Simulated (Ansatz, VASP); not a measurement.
Given: the input of a run of Ansatz 0.2.0 on Sb.

The input input.yaml:

```yaml
crystal:
  lattice:
    - [-4.0300106443, 4.0300106443, 2.0254867038]
    - [4.0300106443, -4.0300106443, 2.0254867038]
    - [4.0300106443, 4.0300106443, -2.0254867038]
  atoms:
    - { symbol: Sb, position: [0.65126306, 0.15126306, 0.80252612] }
    - { symbol: Sb, position: [0.15126306, 0.34873694, 0.5] }
    - { symbol: Sb, position: [0.34873694, 0.84873694, 0.19747388] }
    - { symbol: Sb, position: [0.84873694, 0.65126306, 0.5] }
kpoints:
  mp_grid: { grid: [7, 7, 7] }
scf:
  occupations: { method: fermi_dirac, width: 0.05 }
hamiltonian:
  xc: lda
  pseudopotentials: { kind: all_electron, lapw: { basis_error: 0.002 } }
output:
  forces: true
  stress: true
  eigenvalues: true
```

Potentials or basis: all-electron LAPW, scalar-relativistic.

Command:

```bash
$ ansatz run input.yaml --threads 2 --pin off --max-ram 8192MiB --backend cpu --events-out ev --progress --plain --runs-dir out
```

Problem. Set up the same calculation for VASP 6.6.1. Potentials there: VASP PAW LDA potentials, release 64 (Sb).

Solution. As run (the cutoff follows the program's own potentials):

File INCAR:

```
ALGO = Normal ; EDIFF = 1E-6
ENCUT = 520 ; GGA = CA
ISIF = 2 ; ISMEAR = -1
LASPH = True ; LCHARG = True
LELF = True ; LREAL = False
LVHAR = True ; LWAVE = False
NBANDS = 18 ; NELM = 80
PREC = Accurate ; SIGMA = 0.05
```

The input KPOINTS:

```
k-points
0
Gamma
  7 7 7
```

The input POSCAR:

```
Sb
1.0
   -4.0300106443      4.0300106443      2.0254867038
    4.0300106443     -4.0300106443      2.0254867038
    4.0300106443      4.0300106443     -2.0254867038
Sb
4
Direct
    0.6512630600      0.1512630600      0.8025261200
    0.1512630600      0.3487369400      0.5000000000
    0.3487369400      0.8487369400      0.1974738800
    0.8487369400      0.6512630600      0.5000000000
```

Potentials or basis: VASP PAW LDA potentials, release 64 (Sb).

The run is started by

```sh
$ cat potpaw_LDA.64/Sb/POTCAR > POTCAR
$ mpirun -np 1 vasp_std > vasp.out
```

Both were run:

|  | VASP | Ansatz | Ansatz less VASP |
| --- | --- | --- | --- |
| gap on the k mesh at the Fermi level (eV) | none | none | - |
| pressure (GPa) | -1.7 | -1.8 | -0.10 |
| traceless stress, the component that is largest in VASP (GPa) | -0.06 | -0.11 | -0.042 |
| rms of the force components (eV/Å) | 0.026 | 0.024 | -0.0018 |

LDA's correlation is that of Perdew and Zunger in VASP and of Perdew and Wang (1992) in Ansatz. Atom by atom the forces differ by 0.002 eV/Å (rms over components). A gap of «none» marks a metal or a gap that the smearing closes. Ansatz ran all-electron here, and VASP with PAW potentials.

Spin-orbit coupling is off throughout.
